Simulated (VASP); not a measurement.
# Cu (P6_3/mmc) in VASP: further runs, part 2 of 2

VASP 6.6.1. Earlier steps stand in the parts before.

### Step 3. Relaxation of cell and atoms, LDA

Input file INCAR:

```
SYSTEM = Cu
PREC     = Accurate       ! precision mode
ENCUT    = 600            ! plane-wave cutoff, eV
EDIFF    = 1E-6           ! SCF threshold, eV
ISMEAR   = -1             ! smearing method
SIGMA    = 0.05           ! smearing width, eV
LREAL    = .FALSE.        ! projectors in reciprocal space
LASPH    = .TRUE.         ! aspherical terms in the spheres
NELM     = 60             ! most SCF steps
ALGO     = Fast           ! electronic algorithm
ISIF     = 3              ! what is computed and relaxed
LWAVE    = .FALSE.        ! write WAVECAR
LCHARG   = .FALSE.        ! write CHGCAR
GGA      = CA             ! functional
IBRION   = 2              ! ionic algorithm
NSW      = 60             ! ionic steps
EDIFFG   = -0.01          ! ionic threshold
```

Input file KPOINTS:

```
regular mesh
0
G
  12 12 7
  0 0 0
```

Input file POSCAR:

```
Cu
1.0
    2.5340966698      0.0000000000      0.0000000000
   -1.2670483349      2.1945920917      0.0000000000
    0.0000000000      0.0000000000      4.1125710000
Cu
2
Direct
    0.6666666667      0.3333333333      0.7500000000
    0.3333333333      0.6666666667      0.2500000000
```

Potentials or basis: VASP PAW LDA potentials, release 64 (Cu).

Launch:

```console
> cat potpaw_LDA.64/Cu/POTCAR > POTCAR
> mpirun -np 1 vasp_std > vasp.out
```

OUTCAR:

```text
SYSTEM = Cu
   PREC = Accurate
   ENCUT = 600
   EDIFF = 1E-6
   ISMEAR = -1
   LREAL = .FALSE.
   LASPH = .TRUE.
   NELM = 60
   ISIF = 3
   GGA = CA
   IBRION = 2
   NSW = 60
   EDIFFG = -0.01

 ion  position               nearest neighbor table
   1  0.667  0.333  0.750-   2 2.52   2 2.52   2 2.52   2 2.52   2 2.52   2 2.52
   2  0.333  0.667  0.250-   1 2.52   1 2.52   1 2.52   1 2.52   1 2.52   1 2.52

  LATTYP: Found a hexagonal cell.
 ALAT       =     2.5340966698
 C/A-ratio  =     1.6228942838

  Lattice vectors:

 A1 = (   2.5340966698,   0.0000000000,   0.0000000000)
 A2 = (  -1.2670483349,   2.1945920917,   0.0000000000)
 A3 = (   0.0000000000,   0.0000000000,   4.1125710000)

Analysis of symmetry for initial positions (statically):
=====================================================================
 Subroutine PRICEL returns:
 Original cell was already a primitive cell.

 Routine SETGRP: Setting up the symmetry group for a
 hexagonal supercell.

 Subroutine GETGRP returns: Found 24 space group operations
 (whereof 12 operations were pure point group operations)
 out of a pool of 24 trial point group operations.

The static configuration has the point symmetry D_3d.
 The point group associated with its full space group is D_6h.

Analysis of symmetry for dynamics (positions and initial velocities):
=====================================================================
 Subroutine PRICEL returns:
 Original cell was already a primitive cell.

 Routine SETGRP: Setting up the symmetry group for a
 hexagonal supercell.

 Subroutine GETGRP returns: Found 24 space group operations
 (whereof 12 operations were pure point group operations)
 out of a pool of 24 trial point group operations.

The dynamic configuration has the point symmetry D_3d.
 The point group associated with its full space group is D_6h.

 Subroutine INISYM returns: Found 24 space group operations
 (whereof 12 operations are pure point group operations),
 and found     1 'primitive' translations

----------------------------------------------------------------------------------------

                                     Primitive cell

  volume of cell :      22.8713

  direct lattice vectors                    reciprocal lattice vectors
     2.534096670  0.000000000  0.000000000     0.394617937  0.227832772  0.000000000
    -1.267048335  2.194592092  0.000000000     0.000000000  0.455665544  0.000000000
     0.000000000  0.000000000  4.112571000     0.000000000  0.000000000  0.243156896

  length of vectors
     2.534096670  2.534096670  4.112571000     0.455665544  0.455665544  0.243156896

  position of ions in fractional coordinates (direct lattice)
     0.666666667  0.333333333  0.750000000
     0.333333333  0.666666667  0.250000000

  ion indices of the primitive-cell ions
   primitive index   ion index
                 1           1
                 2           2

[... 64 lines left out ...]
   ICHARG =      2    charge: 1-file 2-atom 10-const
   ISPIN  =      1    spin polarized calculation?
   LNONCOLLINEAR =      F non collinear calculations
   LSORBIT =      F    spin-orbit coupling
   LASPH  =      T    aspherical Exc in radial PAW
   ENCUT  =  600.0 eV  44.10 Ry    6.64 a.u.   5.06  5.06  8.21*2*pi/ulx,y,z
   NELM   =     60;   NELMIN=  2; NELMDL= -5     # of ELM steps
   EDIFF  = 0.1E-05   stopping-criterion for ELM
   LREAL  =      F    real-space projection
   EDIFFG = -.1E-01   stopping-criterion for IOM
   NSW    =     60    number of steps for IOM
   IBRION =      2    ionic relax: 0-MD 1-quasi-New 2-CG
   NFREE  =      1    steps in history (QN), initial steepest desc. (CG)
   ISIF   =      3    stress and relaxation
   ISYM   =      2    0-nonsym 1-usesym 2-fastsym
   POTIM  = 0.5000    time-step for ionic-motion
   TEBEG  =    0.0;   TEEND  =   0.0 temperature during run
   PSTRESS=    0.0 pullay stress
   NELECT =      22.0000    total number of electrons
   NUPDOWN=      -1.0000    fix difference up-down
   EMIN   =  10.00;   EMAX   =-10.00  energy-range for DOS
   EFERMI =   0.00;   METHOD = LEGACY
   ISMEAR =    -1;   SIGMA  =   0.05  broadening in eV -4-tet -1-fermi 0-gaus
   EFERMI_NEDOS =   21; number of points for ismear=-14 and -15
   IALGO  =     68    algorithm
   IMIX   =      4    mixing-type and parameters
     AMIX     =   0.40;   BMIX     =  1.00
     AMIX_MAG =   1.60;   BMIX_MAG =  1.00
  volume/ion in A,a.u.               =      11.44        77.17
  Fermi-wavevector in a.u.,A,eV,Ry     =   1.616041  3.053874 35.532800  2.611587
  Thomas-Fermi vector in A             =   2.710691
   LORBIT       =      0    0 simple, 1 ext, 2 COOP (PROOUT), +10 PAW based schemes
   GGA     = CA    functional components
   LHFCALC =     F    Hartree Fock is set to
   AEXX    =    0.0000 exact exchange contribution
   IVDW    =     0    specifies the selected vdW correction
   LEPSILON=     F    determine dielectric tensor
   LRPA    =     F    only Hartree local field effects (RPA)
 conjugate gradient relaxation of ions
 non-spin polarized calculation
 RMM-DIIS sequential band-by-band and
  energy-cutoff  :      600.00
  volume of cell :       22.87
 maximum number of plane-waves:       774
   NGX = 11   NGY = 11   NGZ = 17

--------------------------------------- Ionic step        1  -------------------------------------------

 number of electron      21.9999991 magnetization

 Free energy of the ion-electron system (eV)
  ---------------------------------------------------
  ext. energy  EPLUGINS =         0.00000000
  ---------------------------------------------------
  free energy    TOTEN  =        -9.36251150 eV

  energy without entropy =       -9.35457807  energy(sigma->0) =       -9.35854479

------------------------ aborting loop because EDIFF is reached ----------------------------------------

  FORCE on cell =-STRESS in cart. coord.  units (eV):
  Direction    XX          YY          ZZ          XY          YZ          ZX
  --------------------------------------------------------------------------------------
  -------------------------------------------------------------------------------------
  Total       -0.9217119     -0.9217119     -0.9037609      0.0000000      0.0000000      0.0000000
  in kB      -64.5677121    -64.5677121    -63.3102101      0.0000000      0.0000000      0.0000000
  external PRESSURE =     -64.1485448 kB  Pullay stress =       0.0000000 kB
[... 89 lines left out ...]
  FREE ENERGIE OF THE ION-ELECTRON SYSTEM (eV)
  ---------------------------------------------------
  free  energy   TOTEN  =        -9.3840698691 eV

  energy  without entropy=       -9.3764057894  energy(sigma->0) =       -9.38023783

[... ionic steps 4 to 13 ...]

--------------------------------------- Ionic step       14  -------------------------------------------

 number of electron      21.9999987 magnetization

------------------------ aborting loop because EDIFF is reached ----------------------------------------
[... 67 lines left out ...]
--------------------------------------- Ionic step       16  -------------------------------------------

 number of electron      21.9999987 magnetization

 Free energy of the ion-electron system (eV)
  ---------------------------------------------------
  ext. energy  EPLUGINS =         0.00000000
  ---------------------------------------------------
  free energy    TOTEN  =        -9.38411337 eV

  energy without entropy =       -9.37639915  energy(sigma->0) =       -9.38025626

 E-fermi :   8.2587     XC(G=0): -13.5401

 val. band max:        8.2445236013   @ k =   0.3333   0.1667   0.2857
 cond. band min:       8.2880095256   @ k =   0.5000  -0.0000   0.0000
 fundamental gap:      0.0434859243
 Fermi energy:         8.2586746118

 k-point     1 :       0.0000    0.0000    0.0000
  band No.  band energies     occupation
      1      -1.6231      2.00000
      2       2.7573      2.00000
      3       5.0067      2.00000
      4       5.0629      2.00000
      5       5.0629      2.00000
      6       5.3014      2.00000
      7       5.3014      2.00000
      8       5.6038      2.00000
      9       5.6038      2.00000
     10       6.4593      2.00000
     11       6.4593      2.00000
     12       7.1453      2.00000
     13      12.4773      0.00000
     14      30.2968      0.00000
[... 401 lines left out ...]
      2       3.5514      2.00000
      3       3.8537      2.00000
      4       4.4875      2.00000
      5       5.0610      2.00000
      6       5.1515      2.00000
      7       5.4271      2.00000
      8       6.1834      2.00000
      9       6.2192      2.00000
     10       6.2495      2.00000
     11       6.5689      2.00000
     12      11.0364      0.00000
     13      15.4573      0.00000
     14      16.6183      0.00000
     15      22.2079      0.00000

 [... further k-points ...]
[... 5 lines left out ...]
  --------------------------------------------------------------------------------------
  -------------------------------------------------------------------------------------
  Total       -0.0158846     -0.0158846      0.0005198      0.0000000     -0.0000000      0.0000000
  in kB       -1.1601780     -1.1601780      0.0379650      0.0000000     -0.0000000      0.0000000
  external PRESSURE =      -0.7607970 kB  Pullay stress =       0.0000000 kB
[... 17 lines left out ...]
  FREE ENERGIE OF THE ION-ELECTRON SYSTEM (eV)
  ---------------------------------------------------
  free  energy   TOTEN  =        -9.3841133663 eV

  energy  without entropy=       -9.3763991474  energy(sigma->0) =       -9.38025626

 reached required accuracy - stopping structural energy minimisation
```

It took 4.6 min on 1 thread of AMD EPYC 7R13, shared host; peak memory 0.12 GiB.

What came out:

| Item | Value |
| --- | --- |
| Free energy | -9.3841 eV |
| Relaxed volume | 10.97 Å³/atom |
| Relaxed cell | a = 2.498 Å, b = 2.498 Å, c = 4.061 Å, α = 90.00°, β = 90.00°, γ = 120.00° |
| Space group after relaxing (to 0.05 Å) | P6_3/mmc (No. 194) |
| Energy gained by relaxing | 10.8 meV/atom |
| Ionic steps | 16 |
| Pressure after relaxing | -0.1 GPa |
| Band gap on the k mesh | zero (band 11 reaches 12.46 eV, above the bottom of band 12 at 6.29 eV) |

Step by step:
```
step  energy change (eV)  largest force (eV/Å)  pressure (GPa)  volume (Å³)
   1              0.0000                0.0000           -6.41        22.87
   2             -0.0139                0.0000            4.97        21.39
   3             -0.0216                0.0000            0.23        21.90
   4             -0.0216                0.0000           -0.60        21.93
   5             -0.0216                0.0000            0.92        21.92
   6             -0.0216                0.0000            0.10        21.92
   7             -0.0216                0.0000           -0.10        21.92
   8             -0.0216                0.0000           -0.11        21.92
   9             -0.0216                0.0000            0.22        21.92
  10             -0.0216                0.0000           -0.61        21.94
  11             -0.0216                0.0000           -0.21        21.93
  12             -0.0216                0.0000            0.17        21.92
  13             -0.0216                0.0000            0.02        21.93
  14             -0.0216                0.0000           -0.35        21.93
  15             -0.0216                0.0000            0.16        21.93
  16             -0.0216                0.0000           -0.08        21.94
```

Final structure:
```cif
data_structure
_symmetry_space_group_name_H-M 'P 1'
_symmetry_Int_Tables_number 1
_cell_length_a 2.4975
_cell_length_b 2.4975
_cell_length_c 4.0607
_cell_angle_alpha 90.000
_cell_angle_beta 90.000
_cell_angle_gamma 120.000
_cell_volume 21.94
loop_
_atom_site_label
_atom_site_type_symbol
_atom_site_fract_x
_atom_site_fract_y
_atom_site_fract_z
_atom_site_occupancy
Cu1 Cu 0.66667 0.33333 0.75000 1
Cu2 Cu 0.33333 0.66667 0.25000 1
```

Levels at points of the mesh, in eV from the Fermi level:
```tsv
k point	band 8	band 9	band 10	band 11	band 12	band 13	band 14	band 15
(0.00, 0.00, 0.00)	-2.65	-2.65	-1.80	-1.80	-1.11	4.22	22.04	22.70
(0.50, 0.00, 0.00)	-1.70	-1.64	-1.59	0.03	1.72	8.15	8.60	11.27
```
